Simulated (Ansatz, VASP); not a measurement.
# One calculation of GaN, two programs

INCAR

```
SYSTEM = GaN
PREC = Accurate
ENCUT = 600
EDIFF = 1E-6
ISMEAR = -1
SIGMA = 0.05
LREAL = .False.
LASPH = .True.
NELM = 100
ALGO = Normal
ISIF = 3
LWAVE = .False.
LCHARG = .False.
GGA = RP
IVDW = 13
IBRION = 2
NSW = 60
EDIFFG = -0.01
```

The input KPOINTS:

```
regular mesh
0
Gamma
  11 11 11
  0 0 0
```

The input POSCAR:

```
GaN
1.0
    0.0000000000      2.1352350000      2.1352350000
    2.1352350000      0.0000000000      2.1352350000
    2.1352350000      2.1352350000      0.0000000000
Ga N
1 1
Direct
    0.0000000000      0.0000000000      0.0000000000
    0.5000000000      0.5000000000      0.5000000000
```

input.yaml

```yaml
crystal:
  lattice:
    - [0.0, 2.135235, 2.135235]
    - [2.135235, 0.0, 2.135235]
    - [2.135235, 2.135235, 0.0]
  atoms:
    - { symbol: Ga, position: [0.0, 0.0, 0.0] }
    - { symbol: "N", position: [0.5, 0.5, 0.5] }
hamiltonian:
  xc: rpbe
  pseudopotentials: { kind: paw }
  dispersion: d4
kpoints:
  mp_grid: { grid: [11, 11, 11] }
scf:
  occupations: { method: fermi_dirac, width: 0.05 }
output:
  forces: true
  stress: true
  eigenvalues: true
relax:
  f_tol: 0.01
  max_steps: 40
  cell: { stress_tol: 0.05 }
```

Alike in both runs: task relaxation of cell and atoms; functional RPBE; dispersion D4; k mesh 11 × 11 × 11; occupations fermi-dirac, width 0.05 eV; no spin polarisation.

```csv
,VASP,Ansatz
version,VASP 6.6.1,Ansatz 0.2.0
potentials or method,"VASP PAW PBE potentials, release 64 (Ga_d, N)",Ansatz PAW
plane-wave cutoff (eV),600,420
valence electrons in the cell,18,18
```

```tsv
	VASP	Ansatz	Ansatz less VASP
gap on the k mesh at the Fermi level, each at its own relaxed structure (eV)	0.95	0.98	+0.036
relaxed volume (Å³/atom)	9.27	9.24	-0.031
relaxed cell length with the largest relative difference (Å)	2.970	2.967	-0.0033
```

VASP's potentials were made for PBE, not for RPBE.

Noted on Ansatz's run: odd divisions of the mesh miss points on the zone boundary, where band edges often lie, so the gap on the mesh can be too wide; the plane-wave basis is chosen anew once the cell has moved, so the energies of steps on either side of that aren't comparable.
